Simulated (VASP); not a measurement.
# MoS2 (P6_3/mmc) in VASP: a series of runs

MoS2 is run at these levels: PBEsol; tasks: relaxation of cell and atoms, single point.

Program: VASP 6.6.1. These are calculated values, not measurements. Logs are shortened: lines on timing, memory, paths and dates and some standing lists are left out, and cuts for length are marked.

## Step 1: The cell of the first run

It takes space group P6_3/mmc (No. 194, hexagonal). Conventional cell: a = 3.169 Å, b = 3.169 Å, c = 12.324 Å, α = 90.00°, β = 90.00°, γ = 120.00°. Mo (site symmetry -6m2) has 6 S at 2.41 Å and 6 Mo at 3.17 Å within 3.2 Å. S (site symmetry 3m) has 3 Mo at 2.41 Å and 7 S at 3.13 to 3.17 Å within 3.2 Å.

## Step 2: Relaxation of cell and atoms, PBEsol, target pressure 2 GPa, at which the enthalpy is minimised

The input, INCAR:

```
PREC = Accurate
ENCUT = 600
EDIFF = 1E-6
ISMEAR = -1
SIGMA = 0.05
LREAL = False
LASPH = True
NELM = 60
ALGO = Normal
ISIF = 3
LWAVE = False
LCHARG = False
GGA = PS
IBRION = 2
NSW = 60
EDIFFG = -0.01
PSTRESS = 20.0
```

The input, KPOINTS:

```
Automatic mesh
0
Gamma
  10 10 3
```

The input, POSCAR:

```
MoS2
1.0
    3.1690000000      0.0000000000      0.0000000000
   -1.5845000000      2.7444345046      0.0000000000
    0.0000000000      0.0000000000     12.3240000000
Mo S
2 4
Direct
    0.6666666667      0.3333333333      0.7500000000
    0.3333333333      0.6666666667      0.2500000000
    0.6666666667      0.3333333333      0.3770000000
    0.3333333333      0.6666666667      0.8770000000
    0.6666666667      0.3333333333      0.1230000000
    0.3333333333      0.6666666667      0.6230000000
```

Potentials or basis: VASP PAW PBE potentials, release 64 (Mo_sv, S).

Run with:

```bash
$ cat potpaw_PBE.64/Mo_sv/POTCAR potpaw_PBE.64/S/POTCAR > POTCAR
$ mpirun -np 1 vasp_std > vasp.out
```

OUTCAR:

```text
PREC = Accurate
   ENCUT = 600
   EDIFF = 1E-6
   ISMEAR = -1
   LREAL = False
   LASPH = True
   NELM = 60
   ISIF = 3
   GGA = PS
   IBRION = 2
   NSW = 60
   EDIFFG = -0.01
   PSTRESS = 20.0

 ion  position               nearest neighbor table
   1  0.667  0.333  0.750-   4 2.41   6 2.41   4 2.41   6 2.41   4 2.41   6 2.41
   2  0.333  0.667  0.250-   3 2.41   5 2.41   3 2.41   5 2.41   3 2.41   5 2.41
   3  0.667  0.333  0.377-   2 2.41   2 2.41   2 2.41
   4  0.333  0.667  0.877-   1 2.41   1 2.41   1 2.41
   5  0.667  0.333  0.123-   2 2.41   2 2.41   2 2.41
   6  0.333  0.667  0.623-   1 2.41   1 2.41   1 2.41

  LATTYP: Found a hexagonal cell.
 ALAT       =     3.1690000000
 C/A-ratio  =     3.8889239508

  Lattice vectors:

 A1 = (   3.1690000000,   0.0000000000,   0.0000000000)
 A2 = (  -1.5845000000,   2.7444345046,   0.0000000000)
 A3 = (   0.0000000000,   0.0000000000,  12.3240000000)

Analysis of symmetry for initial positions (statically):
=====================================================================
 Subroutine PRICEL returns:
 Original cell was already a primitive cell.

 Routine SETGRP: Setting up the symmetry group for a
 hexagonal supercell.

 Subroutine GETGRP returns: Found 24 space group operations
 (whereof 12 operations were pure point group operations)
 out of a pool of 24 trial point group operations.

The static configuration has the point symmetry D_3d.
 The point group associated with its full space group is D_6h.

Analysis of symmetry for dynamics (positions and initial velocities):
=====================================================================
 Subroutine PRICEL returns:
 Original cell was already a primitive cell.

 Routine SETGRP: Setting up the symmetry group for a
 hexagonal supercell.

 Subroutine GETGRP returns: Found 24 space group operations
 (whereof 12 operations were pure point group operations)
 out of a pool of 24 trial point group operations.

The dynamic configuration has the point symmetry D_3d.
 The point group associated with its full space group is D_6h.

 Subroutine INISYM returns: Found 24 space group operations
 (whereof 12 operations are pure point group operations),
 and found     1 'primitive' translations

----------------------------------------------------------------------------------------

                                     Primitive cell

  volume of cell :     107.1832

  direct lattice vectors                    reciprocal lattice vectors
     3.169000000  0.000000000  0.000000000     0.315556958  0.182186895  0.000000000
    -1.584500000  2.744434505  0.000000000     0.000000000  0.364373789  0.000000000
     0.000000000  0.000000000 12.324000000     0.000000000  0.000000000  0.081142486

  length of vectors
     3.169000000  3.169000000 12.324000000     0.364373789  0.364373789  0.081142486

  position of ions in fractional coordinates (direct lattice)
     0.666666667  0.333333333  0.750000000
     0.333333333  0.666666667  0.250000000
     0.666666667  0.333333333  0.377000000
     0.333333333  0.666666667  0.877000000
     0.666666667  0.333333333  0.123000000
     0.333333333  0.666666667  0.623000000

  ion indices of the primitive-cell ions
   primitive index   ion index
                 1           1
                 2           2
                 3           3
                 4           4
                 5           5
                 6           6

----------------------------------------------------------------------------------------

 KPOINTS: Automatic mesh

Automatic generation of k-mesh.
 Grid dimensions read from file:
 generate k-points for:   10   10    3

 Generating k-lattice:

  Cartesian coordinates                     Fractional coordinates (reciprocal lattice)
     0.031555696  0.018218689  0.000000000     0.100000000 -0.000000000  0.000000000
     0.000000000  0.036437379  0.000000000     0.000000000  0.100000000  0.000000000
     0.000000000  0.000000000  0.027047495     0.000000000  0.000000000  0.333333333

  Length of vectors
     0.036437379  0.036437379  0.027047495

  Shift w.r.t. Gamma in fractional coordinates (k-lattice)
     0.000000000  0.000000000  0.000000000

 Subroutine IBZKPT returns following result:
 ===========================================

 Found     28 irreducible k-points:

 Following reciprocal coordinates:
            Coordinates               Weight
  0.000000  0.000000  0.000000      1.000000
  0.100000 -0.000000  0.000000      6.000000
  0.200000 -0.000000  0.000000      6.000000
  0.300000  0.000000  0.000000      6.000000
  0.400000 -0.000000  0.000000      6.000000
  0.500000  0.000000  0.000000      3.000000
[... 16 lines left out ...]
  0.300000  0.100000  0.333333     24.000000
  0.400000  0.100000  0.333333     24.000000
 [... further k-points ...]
   k-points           NKPTS =     28   k-points in BZ     NKDIM =     28   number of bands    NBANDS=     31
   number of dos      NEDOS =    301   number of ions     NIONS =      6
   total plane-waves  NPLWV =  76832
   dimension x,y,z NGX =    28 NGY =   28 NGZ =   98
   dimension x,y,z NGXF=    56 NGYF=   56 NGZF=  196
   ions per type =               2   4
   NGX,Y,Z   is equivalent  to a cutoff of  14.69, 14.69, 13.22 a.u.
   NGXF,Y,Z  is equivalent  to a cutoff of  29.38, 29.38, 26.44 a.u.
 SYSTEM =  unknown system
   PREC   = accura    normal or accurate (medium, high low for compatibility)
   ISTART =      0    job   : 0-new  1-cont  2-samecut
   ICHARG =      2    charge: 1-file 2-atom 10-const
   ISPIN  =      1    spin polarized calculation?
   LNONCOLLINEAR =      F non collinear calculations
   LSORBIT =      F    spin-orbit coupling
   LASPH  =      T    aspherical Exc in radial PAW
   ENCUT  =  600.0 eV  44.10 Ry    6.64 a.u.   6.33  6.33 24.61*2*pi/ulx,y,z
   NELM   =     60;   NELMIN=  2; NELMDL= -5     # of ELM steps
   EDIFF  = 0.1E-05   stopping-criterion for ELM
   LREAL  =      F    real-space projection
   EDIFFG = -.1E-01   stopping-criterion for IOM
   NSW    =     60    number of steps for IOM
   IBRION =      2    ionic relax: 0-MD 1-quasi-New 2-CG
   NFREE  =      1    steps in history (QN), initial steepest desc. (CG)
   ISIF   =      3    stress and relaxation
   ISYM   =      2    0-nonsym 1-usesym 2-fastsym
   POTIM  = 0.5000    time-step for ionic-motion
   TEBEG  =    0.0;   TEEND  =   0.0 temperature during run
   PSTRESS=   20.0 pullay stress
   NELECT =      52.0000    total number of electrons
   NUPDOWN=      -1.0000    fix difference up-down
   EMIN   =  10.00;   EMAX   =-10.00  energy-range for DOS
   EFERMI =   0.00;   METHOD = LEGACY
   ISMEAR =    -1;   SIGMA  =   0.05  broadening in eV -4-tet -1-fermi 0-gaus
   EFERMI_NEDOS =   21; number of points for ismear=-14 and -15
   IALGO  =     38    algorithm
   IMIX   =      4    mixing-type and parameters
     AMIX     =   0.40;   BMIX     =  1.00
     AMIX_MAG =   1.60;   BMIX_MAG =  1.00
  volume/ion in A,a.u.               =      17.86       120.55
  Fermi-wavevector in a.u.,A,eV,Ry     =   1.286373  2.430893 22.514325  1.654756
  Thomas-Fermi vector in A             =   2.418452
   LORBIT       =      0    0 simple, 1 ext, 2 COOP (PROOUT), +10 PAW based schemes
   GGA     = PS    functional components
   LHFCALC =     F    Hartree Fock is set to
   AEXX    =    0.0000 exact exchange contribution
   IVDW    =     0    specifies the selected vdW correction
   LEPSILON=     F    determine dielectric tensor
   LRPA    =     F    only Hartree local field effects (RPA)
 conjugate gradient relaxation of ions
 non-spin polarized calculation
  energy-cutoff  :      600.00
  volume of cell :      107.18
 maximum number of plane-waves:      3613
 NGX is ok and might be reduce to    28
   NGX = 13   NGY = 13   NGZ = 49

--------------------------------------- Ionic step        1  -------------------------------------------

 number of electron      52.0000000 magnetization

 Free energy of the ion-electron system (eV)
  ---------------------------------------------------
  ext. energy  EPLUGINS =         0.00000000
  ---------------------------------------------------
  free energy    TOTEN  =       -46.88109164 eV

  energy without entropy =      -46.88108863  energy(sigma->0) =      -46.88109013

------------------------ aborting loop because EDIFF is reached ----------------------------------------

  FORCE on cell =-STRESS in cart. coord.  units (eV):
  Direction    XX          YY          ZZ          XY          YZ          ZX
  --------------------------------------------------------------------------------------
  -------------------------------------------------------------------------------------
  Total       -2.1955941     -2.1955941     -1.6060721      0.0000000     -0.0000000      0.0000000
  in kB      -32.8197926    -32.8197926    -24.0076040      0.0000000     -0.0000000      0.0000000
  external PRESSURE =     -49.8823964 kB  Pullay stress =      20.0000000 kB
[... 109 lines left out ...]
  energy  without entropy=      -46.8955105881  energy(sigma->0) =      -46.89551223

  enthalpy is  TOTEN    =       -45.5937848359 eV   P V=        1.3017290426

[... ionic steps 4 to 16 ...]

--------------------------------------- Ionic step       17  -------------------------------------------

 number of electron      51.9999996 magnetization

------------------------ aborting loop because EDIFF is reached ----------------------------------------
[... 79 lines left out ...]
--------------------------------------- Ionic step       19  -------------------------------------------

 number of electron      51.9999996 magnetization

 Free energy of the ion-electron system (eV)
  ---------------------------------------------------
  ext. energy  EPLUGINS =         0.00000000
  ---------------------------------------------------
  free energy    TOTEN  =       -46.87480146 eV

  energy without entropy =      -46.87479183  energy(sigma->0) =      -46.87479665

 E-fermi :   8.5392     XC(G=0): -11.3198

 val. band max:        8.2084456855   @ k =   0.0000   0.0000   0.0000
 cond. band min:       8.9621765385   @ k =   0.2000   0.2000   0.0000
 fundamental gap:      0.7537308529
 Fermi energy:         8.5392409227

 k-point     1 :       0.0000    0.0000    0.0000
  band No.  band energies     occupation
      1     -53.2339      2.00000
      2     -53.2339      2.00000
      3     -27.4590      2.00000
      4     -27.4588      2.00000
      5     -27.1759      2.00000
      6     -27.1759      2.00000
[... 805 lines left out ...]
     30      10.4779      0.00000
     31      11.1590      0.00000

 [... further k-points ...]

------------------------ aborting loop because EDIFF is reached ----------------------------------------

  FORCE on cell =-STRESS in cart. coord.  units (eV):
  Direction    XX          YY          ZZ          XY          YZ          ZX
  --------------------------------------------------------------------------------------
  -------------------------------------------------------------------------------------
  Total        1.3100356      1.3100356      1.3055798      0.0000000      0.0000000      0.0000000
  in kB       20.7060070     20.7060070     20.6355802      0.0000000      0.0000000      0.0000000
  external PRESSURE =       0.6825314 kB  Pullay stress =      20.0000000 kB
[... 25 lines left out ...]
  energy  without entropy=      -46.8747918341  energy(sigma->0) =      -46.87479665

  enthalpy is  TOTEN    =       -45.6094338265 eV   P V=        1.2653676364

 reached required accuracy - stopping structural energy minimisation
```

It took 34 min on 1 thread of Intel Xeon 8259CL, shared host; peak memory 0.33 GiB.

Results:

| Item | Value |
| --- | --- |
| Free energy | -46.8748 eV |
| Relaxed volume | 16.89 Å³/atom |
| Relaxed cell | a = 3.124 Å, b = 3.124 Å, c = 11.993 Å, α = 90.00°, β = 90.00°, γ = 120.00° |
| Space group after relaxing (to 0.1 Å) | P6_3/mmc (No. 194) |
| Energy change on relaxing (the run minimises the enthalpy) | +1.0 meV/atom |
| Ionic steps | 19 |
| Pressure after relaxing | 2.1 GPa |
| Band gap on the k mesh | 0.75 eV (least direct gap 1.97 eV) |

The path:
| step | energy change (eV) | largest force (eV/Å) | pressure (GPa) | volume (Å³) |
| --- | --- | --- | --- | --- |
| 1 | 0.0000 | 0.3125 | -2.99 | 107.18 |
| 2 | 0.2562 | 1.4096 | 12.95 | 98.78 |
| 3 | -0.0144 | 0.2142 | 1.71 | 104.28 |
| 4 | -0.0137 | 0.2246 | 1.82 | 104.22 |
| 5 | -0.0124 | 0.0638 | 1.91 | 103.53 |
| 6 | -0.0122 | 0.0613 | 1.92 | 103.52 |
| 7 | -0.0115 | 0.0510 | 1.88 | 103.33 |
| 8 | -0.0082 | 0.0200 | 1.76 | 102.76 |
| 9 | 0.0035 | 0.0426 | 1.61 | 101.62 |
| 10 | 0.0205 | 0.1181 | 3.24 | 100.49 |
| 11 | 0.0063 | 0.0070 | 1.94 | 101.37 |
| 12 | 0.0064 | 0.0065 | 1.94 | 101.37 |
| 13 | 0.0127 | 0.0556 | 2.59 | 100.93 |
| 14 | 0.0065 | 0.0050 | 1.97 | 101.36 |
| 15 | 0.0065 | 0.0114 | 1.98 | 101.35 |
| 16 | 0.0065 | 0.0142 | 2.01 | 101.35 |
| 17 | 0.0065 | 0.0131 | 2.01 | 101.35 |
| 18 | 0.0065 | 0.0122 | 2.01 | 101.35 |
| 19 | 0.0063 | 0.0008 | 2.07 | 101.37 |

Final structure:
```xyz
6
Lattice="3.1241 0.0000 0.0000 -1.5621 2.7056 0.0000 0.0000 0.0000 11.9925" Properties=species:S:1:pos:R:3 pbc="T T T"
Mo    1.5621    0.9019    8.9944
Mo    0.0000    1.8037    2.9981
S     1.5621    0.9019    4.5594
S     0.0000    1.8037   10.5556
S     1.5621    0.9019    1.4369
S     0.0000    1.8037    7.4331
```

Caveat: the cell is relaxed towards a set pressure, so the run minimises the enthalpy, not the energy; the PAW data sets were made with another functional, which shifts forces and pressure a little; an odd mesh through Γ misses points on the zone boundary, where band edges can lie; this functional lacks dispersion, which binds the layers, so the pressure and a relaxed spacing across them are unreliable.

## Step 3: Relaxation of cell and atoms, PBEsol, target pressure 5 GPa, at which the enthalpy is minimised

The input, INCAR:

```
  PREC = Accurate
  ENCUT = 600
  EDIFF = 1E-7
  ISMEAR = -1
  SIGMA = 0.05
  LREAL = False
  LASPH = True
  NELM = 60
  ALGO = Normal
  ISIF = 3
  LWAVE = False
  LCHARG = False
  GGA = PS
  IBRION = 2
  NSW = 60
  EDIFFG = -0.01
  PSTRESS = 50.0
```

KPOINTS is that of step 2.

POSCAR is that of step 2.

Potentials or basis: VASP PAW PBE potentials, release 64 (Mo_sv, S).

Run with:

```bash
$ cat potpaw_PBE.64/Mo_sv/POTCAR potpaw_PBE.64/S/POTCAR > POTCAR
$ mpirun -np 1 vasp_std > vasp.out
```

Run time: 27 min. Hardware: 1 thread of Intel Xeon 8259CL, shared host; peak memory 0.34 GiB.

It converged, with:

| Item | Value |
| --- | --- |
| Free energy | -46.7816 eV |
| Relaxed volume | 16.18 Å³/atom |
| Relaxed cell | a = 3.102 Å, b = 3.102 Å, c = 11.644 Å, α = 90.00°, β = 90.00°, γ = 120.00° |
| Space group after relaxing (to 0.1 Å) | P6_3/mmc (No. 194) |
| Energy change on relaxing (the run minimises the enthalpy) | +16.6 meV/atom |
| Ionic steps | 13 |
| Pressure after relaxing | 5.0 GPa |
| Largest force after relaxing | 0.004 eV/Å |
| Band gap on the k mesh | 0.55 eV (least direct gap 1.98 eV) |

Forces in eV/Å, atoms in the order of the input:
```
Mo   0.000  0.000  0.000
Mo   0.000  0.000  0.000
S    0.000  0.000 -0.004
S    0.000  0.000 -0.004
S    0.000  0.000  0.004
S    0.000  0.000  0.004
```

Stress tensor (GPa, compression positive):
```
4.98 0.00 0.00
0.00 4.98 0.00
0.00 0.00 5.08
```

The path:
```
step  energy change (eV)  largest force (eV/Å)  pressure (GPa)  volume (Å³)
   1              0.0000                0.3126           -2.97       107.18
   2              0.8112                2.4959           24.53        93.98
   3              0.0171                0.4926            4.44       102.61
   4              0.0205                0.5142            4.64       102.50
   5              0.0325                0.2183            4.76       101.07
   6              0.0442                0.1305            4.81       100.63
   7              0.0504                0.1176            4.92        99.75
   8              0.0998                0.0713            5.60        97.07
   9              0.1098                0.0618            5.71        96.75
  10              0.0840                0.3211            2.32        97.98
  11              0.1018                0.0123            5.06        96.98
  12              0.1017                0.0137            5.04        96.98
  13              0.0995                0.0038            5.01        97.05
```

Final structure:
```
CELL_PARAMETERS angstrom
3.10227 0.00000 0.00000
-1.55113 2.68664 0.00000
0.00000 0.00000 11.64425
ATOMIC_POSITIONS crystal
Mo 0.66667 0.33333 0.75000
Mo 0.33333 0.66667 0.25000
S 0.66667 0.33333 0.38428
S 0.33333 0.66667 0.88428
S 0.66667 0.33333 0.11572
S 0.33333 0.66667 0.61572
```

Levels at points of the mesh, in eV from the valence-band top:
```csv
k point,band 23,band 24,band 25,band 26,band 27,band 28,band 29,band 30
"(0.00, 0.00, 0.00)",-2.26,-1.64,-0.93,0.00,2.04,2.04,2.09,2.09
"(0.50, 0.00, 0.00)",-1.96,-1.76,-1.54,-1.54,1.62,1.70,1.91,2.38
```

Caveat: the cell is relaxed towards a set pressure, so the run minimises the enthalpy, not the energy; the PAW data sets were made with another functional, which shifts forces and pressure a little; an odd mesh through Γ misses points on the zone boundary, where band edges can lie.

(Continued in part 2 of 2.)
